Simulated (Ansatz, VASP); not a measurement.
**One calculation of CdTe, two programs**

Contents of INCAR:

```
  ALGO = Normal
  EDIFF = 1E-7
  ENCUT = 520
  GGA = PE
  ISIF = 2
  ISMEAR = 0
  LASPH = T
  LCHARG = F
  LREAL = F
  LWAVE = F
  NBANDS = 16
  NELM = 80
  PREC = Accurate
  SIGMA = 0.05
```

The input KPOINTS:

```
k-points
0
Gamma
  8 8 8
```

Contents of POSCAR:

```
CdTe
1.0
    0.0000000000      3.3086866899      3.3086866899
    3.3086866899      0.0000000000      3.3086866899
    3.3086866899      3.3086866899      0.0000000000
Cd Te
1 1
Direct
    0.0000000000      0.0000000000      0.0000000000
    0.7500000000      0.7500000000      0.7500000000
```

Input for Ansatz:

```yaml
crystal:
  lattice:
    - [0.0, 3.3086866918, 3.3086866918]
    - [3.3086866918, 0.0, 3.3086866918]
    - [3.3086866918, 3.3086866918, 0.0]
  atoms:
    - { symbol: Cd, position: [0.0, 0.0, 0.0] }
    - { symbol: Te, position: [0.75, 0.75, 0.75] }
basis:
  ecutwfc: 420
kpoints:
  mp_grid: { grid: [8, 8, 8] }
hamiltonian:
  xc: pbe
scf:
  occupations: { method: gaussian, width: 0.05 }
output:
  forces: true
  stress: true
  eigenvalues: true
  write_density: true
  write_potential: true
  elf: true
  volumetric_format: npy
```

Alike in both runs: task single point; functional PBE; k mesh 8 × 8 × 8; occupations gaussian, width 0.05 eV; no spin polarisation.

|  | VASP | Ansatz |
| --- | --- | --- |
| version | VASP 6.6.1 | Ansatz 0.2.0 |
| potentials or method | VASP PAW PBE potentials, release 64 (Cd, Te), cutoff 520 eV | scalar-relativistic, plane waves, PAW |
| valence electrons in the cell | 18 | 36 |

|  | VASP | Ansatz | Ansatz less VASP |
| --- | --- | --- | --- |
| gap on the k mesh at the Fermi level (eV) | 0.58 | 0.59 | +0.003 |
| least direct gap on the mesh (eV) | 0.58 | 0.59 | +0.003 |
| pressure (GPa) | 0.1 | 0.0 | -0.10 |

VASP's potentials hold 18 valence electrons a cell and Ansatz's 36, so a difference there can come from the potentials and not from the codes.

Spin-orbit coupling is off throughout.
